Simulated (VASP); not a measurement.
# N (Imma) in VASP: single point with PBE

Aim: the single point of N with PBE.

Everything below comes from runs of VASP 6.6.1. Logs are shortened: lines on timing, memory, paths and dates and some standing lists are left out, and cuts for length are marked.

## Step 1: The cell of the first run

Symmetry: Imma, No. 74, orthorhombic system. Conventional cell: a = 2.618 Å, b = 3.892 Å, c = 2.877 Å, α = 90.00°, β = 90.00°, γ = 90.00°. N (site symmetry mm2) has 6 N at 1.73 to 2.18 Å within 2.3 Å.

## Step 2: Single point, PBE (P replaced by N, lengths x 0.798, strained)

Contents of INCAR:

```
SYSTEM = N
ALGO = Normal ; EDIFF = 1E-6
ENCUT = 520 ; GGA = PE
ISIF = 2 ; ISMEAR = 0
LASPH = .True. ; LCHARG = .False.
LREAL = .False. ; LWAVE = .False.
NBANDS = 12 ; NELM = 60
PREC = Accurate ; SIGMA = 0.1
```

Contents of KPOINTS:

```
k-points
0
Gamma
  10 10 10
  0 0 0
```

Contents of POSCAR:

```
N
1.0
   -1.3087619166      1.9460435533      1.4383096925
    1.3087619166     -1.9460435533      1.4383096925
    1.3087619166      1.9460435533     -1.4383096925
N
2
Direct
    0.8033091100      0.0533091100      0.7500000000
    0.1966908900      0.9466908900      0.2500000000
```

Potentials or basis: VASP PAW PBE potentials, release 64 (N).

Started as:

```sh
> cat potpaw_PBE.64/N/POTCAR > POTCAR
> mpirun -np 1 vasp_std > vasp.out
```

OUTCAR:

```text
SYSTEM = N
   EDIFF = 1E-6
   ENCUT = 520
   GGA = PE
   ISIF = 2
   ISMEAR = 0
   LASPH = .True.
   LREAL = .False.
   NELM = 60
   PREC = Accurate

 ion  position               nearest neighbor table
   1  0.803  0.053  0.750-   2 1.73   2 1.73
   2  0.197  0.947  0.250-   1 1.73   1 1.73

  LATTYP: Found a body centered orthorhombic cell.
 ALAT       =     2.6175238332
 B/A-ratio  =     1.0989849829
 C/A-ratio  =     1.4869347347

  Lattice vectors:

 A1 = (   1.3087619166,  -1.9460435533,  -1.4383096925)
 A2 = (  -1.3087619166,  -1.9460435533,   1.4383096925)
 A3 = (  -1.3087619166,   1.9460435533,  -1.4383096925)

Analysis of symmetry for initial positions (statically):
=====================================================================
 Subroutine PRICEL returns:
 Original cell was already a primitive cell.

 Routine SETGRP: Setting up the symmetry group for a
 body centered orthorhombic supercell.

 Subroutine GETGRP returns: Found  8 space group operations
 (whereof  4 operations were pure point group operations)
 out of a pool of  8 trial point group operations.

The static configuration has the point symmetry C_2h.
 The point group associated with its full space group is D_2h.

Analysis of symmetry for dynamics (positions and initial velocities):
=====================================================================
 Subroutine PRICEL returns:
 Original cell was already a primitive cell.

 Routine SETGRP: Setting up the symmetry group for a
 body centered orthorhombic supercell.

 Subroutine GETGRP returns: Found  8 space group operations
 (whereof  4 operations were pure point group operations)
 out of a pool of  8 trial point group operations.

The dynamic configuration has the point symmetry C_2h.
 The point group associated with its full space group is D_2h.

 Subroutine INISYM returns: Found  8 space group operations
 (whereof  4 operations are pure point group operations),
 and found     1 'primitive' translations

----------------------------------------------------------------------------------------

                                     Primitive cell

  volume of cell :      14.6530

  direct lattice vectors                    reciprocal lattice vectors
    -1.308761917  1.946043553  1.438309693     0.000000000  0.256931557  0.347630279
     1.308761917 -1.946043553  1.438309693     0.382040456  0.000000000  0.347630279
     1.308761917  1.946043553 -1.438309693     0.382040456  0.256931557  0.000000000

  length of vectors
     2.751123050  2.751123050  2.751123050     0.432273797  0.516528529  0.460400625

  position of ions in fractional coordinates (direct lattice)
[... 91 lines left out ...]
   NUPDOWN=      -1.0000    fix difference up-down
   EMIN   =  10.00;   EMAX   =-10.00  energy-range for DOS
   EFERMI =   0.00;   METHOD = LEGACY
   ISMEAR =     0;   SIGMA  =   0.10  broadening in eV -4-tet -1-fermi 0-gaus
   EFERMI_NEDOS =   21; number of points for ismear=-14 and -15
   IALGO  =     38    algorithm
   IMIX   =      4    mixing-type and parameters
     AMIX     =   0.40;   BMIX     =  1.00
     AMIX_MAG =   1.60;   BMIX_MAG =  1.00
  volume/ion in A,a.u.               =       7.33        49.44
  Fermi-wavevector in a.u.,A,eV,Ry     =   1.441340  2.723737 28.265554  2.077460
  Thomas-Fermi vector in A             =   2.559983
   LORBIT       =      0    0 simple, 1 ext, 2 COOP (PROOUT), +10 PAW based schemes
   GGA     = PE    functional components
   LHFCALC =     F    Hartree Fock is set to
   AEXX    =    0.0000 exact exchange contribution
   IVDW    =     0    specifies the selected vdW correction
   LEPSILON=     F    determine dielectric tensor
   LRPA    =     F    only Hartree local field effects (RPA)
 non-spin polarized calculation
 Gauss-broadening in eV      SIGMA  =   0.10
  energy-cutoff  :      520.00
  volume of cell :       14.65
 maximum number of plane-waves:       409
   NGX = 11   NGY = 11   NGZ = 11

 number of electron      10.0000001 magnetization

 Free energy of the ion-electron system (eV)
  ---------------------------------------------------
  ext. energy  EPLUGINS =         0.00000000
  ---------------------------------------------------
  free energy    TOTEN  =       -11.15682755 eV

  energy without entropy =      -11.15616980  energy(sigma->0) =      -11.15649868

 E-fermi :   6.1498     XC(G=0): -12.4567

 val. band max:        6.1212695289   @ k =   0.3000   0.3000   0.2000
 cond. band min:       6.4007224971   @ k =  -0.3000  -0.1000   0.1000
 fundamental gap:      0.2794529682
 Fermi energy:         6.1498402368

 k-point     1 :       0.0000    0.0000    0.0000
  band No.  band energies     occupation
      1     -15.4153      2.00000
      2       0.5552      2.00000
      3       2.5921      2.00000
      4       2.6242      2.00000
      5       3.5960      2.00000
      6       8.1478      0.00000
      7       9.3299      0.00000
      8      10.0191      0.00000
      9      24.3611      0.00000
     10      25.4536      0.00000
     11      25.5963      0.00000
     12      25.8642      0.00000
[... 331 lines left out ...]
 k-point    24 :      -0.3000    0.2000    0.0000
  band No.  band energies     occupation
      1     -13.9852      2.00000
      2      -3.4368      2.00000
      3       1.0939      2.00000
      4       3.3234      2.00000
      5       5.4569      2.00000
      6       6.9599      0.00000
      7       8.4301      0.00000
      8      10.2097      0.00000
      9      21.7853      0.00000
     10      25.8438      0.00000
     11      26.5265      0.00000
     12      28.3556      0.00000

 [... further k-points ...]

------------------------ aborting loop because EDIFF is reached ----------------------------------------

  FORCE on cell =-STRESS in cart. coord.  units (eV):
  Direction    XX          YY          ZZ          XY          YZ          ZX
  --------------------------------------------------------------------------------------
  -------------------------------------------------------------------------------------
  Total       -4.1980495      0.0090976     -1.3833427      0.0000000     -0.0000000      0.0000000
  in kB     -459.0209811      0.9947433   -151.2567464      0.0000000     -0.0000000      0.0000000
  external PRESSURE =    -203.0943281 kB  Pullay stress =       0.0000000 kB

 VOLUME and BASIS-vectors are now :
 -----------------------------------------------------------------------------
  energy-cutoff  :      520.00
  volume of cell :       14.65
      direct lattice vectors                 reciprocal lattice vectors
    -1.308761917  1.946043553  1.438309693     0.000000000  0.256931557  0.347630279
     1.308761917 -1.946043553  1.438309693     0.382040456  0.000000000  0.347630279
     1.308761917  1.946043553 -1.438309693     0.382040456  0.256931557  0.000000000

 POSITION                                       TOTAL-FORCE (eV/Angst)
 -----------------------------------------------------------------------------------
      0.00000      2.91907      0.15335        -0.000000      0.000000      4.363005
      1.30876     -0.97302      1.28496         0.000000     -0.000000     -4.363005
 -----------------------------------------------------------------------------------
    total drift:                               -0.000000      0.000000     -0.000000

  FREE ENERGIE OF THE ION-ELECTRON SYSTEM (eV)
  ---------------------------------------------------
  free  energy   TOTEN  =       -11.1568275529 eV

  energy  without entropy=      -11.1561697975  energy(sigma->0) =      -11.15649868
```

OSZICAR:

```text
N       E                     dE             d eps       ncg     rms          rms(c)
DAV:   1     0.217031410494E+02    0.21703E+02   -0.58573E+03  4232   0.808E+02
DAV:   2    -0.104544140840E+02   -0.32158E+02   -0.30504E+02  5284   0.175E+02
DAV:   3    -0.112484785024E+02   -0.79406E+00   -0.78925E+00  4908   0.234E+01
DAV:   4    -0.112499895466E+02   -0.15110E-02   -0.15110E-02  4532   0.114E+00
DAV:   5    -0.112499913802E+02   -0.18336E-05   -0.18338E-05  4960   0.397E-02    0.372E+00
DAV:   6    -0.111678145080E+02    0.82177E-01   -0.12304E-01  4424   0.226E+00    0.203E+00
DAV:   7    -0.111556495368E+02    0.12165E-01   -0.95364E-02  4684   0.210E+00    0.400E-01
DAV:   8    -0.111568073144E+02   -0.11578E-02   -0.98302E-03  4336   0.860E-01    0.725E-02
DAV:   9    -0.111568129839E+02   -0.56695E-05   -0.25486E-04  4796   0.119E-01    0.434E-02
DAV:  10    -0.111568277059E+02   -0.14722E-04   -0.24089E-05  4328   0.484E-02    0.446E-03
DAV:  11    -0.111568275529E+02    0.15301E-06   -0.15283E-06  3412   0.912E-03
   1 F= -.11156828E+02 E0= -.11156499E+02  d E =-.657755E-03
```

stdout:

```text
POSCAR found type information on POSCAR N
 POSCAR found :  1 types and       2 ions
 scaLAPACK will be used
 LDA part: xc-table for (Slater+PW92), standard interpolation
 POSCAR, INCAR and KPOINTS ok, starting setup
 FFT: planning ... GRIDC
 FFT: planning ... GRID_SOFT
 FFT: planning ... GRID
 WAVECAR not read
 entering main loop
```

Wall time 18 s (1 thread of Intel Xeon Platinum 8488C (Sapphire Rapids), shared host); peak memory 0.14 GiB.

Results:

| Quantity | Value |
| --- | --- |
| Free energy | -11.1568 eV |
| Pressure | -20.3 GPa |
| Largest force | 4.363 eV/Å |
| Band gap on the k mesh | zero (bands 5 and 6 overlap by 0.60 eV) |

Forces on the atoms (eV/Å):
```
N    0.000  0.000  4.363
N    0.000  0.000 -4.363
```

Stress tensor (GPa, compression positive):
```
-45.90   0.00   0.00
  0.00   0.10   0.00
  0.00   0.00 -15.13
```

Levels at points of the mesh, in eV from the Fermi level:
| k point | band 3 | band 4 | band 5 | band 6 | band 7 | band 8 |
| --- | --- | --- | --- | --- | --- | --- |
| (0.00, 0.00, 0.00) | -3.56 | -3.53 | -2.55 | 2.00 | 3.18 | 3.87 |
| (0.50, 0.00, 0.00) | -3.57 | -1.76 | -1.22 | 0.60 | 1.88 | 1.93 |
| (0.00, 0.50, 0.00) | -7.62 | -6.12 | -5.69 | 3.59 | 5.66 | 6.86 |
| (0.50, 0.50, 0.00) | -3.63 | -3.63 | -0.04 | -0.04 | 1.81 | 1.81 |
| (0.50, 0.50, 0.50) | -9.70 | -5.88 | -5.63 | 3.52 | 5.43 | 6.13 |

Caveat: the cell differs from its parent crystal (P replaced by N, lengths x 0.798, strained); the cell stands under tension; forces of over 1 eV/Å act on the atoms, so gaps and moduli don't describe the material at rest.
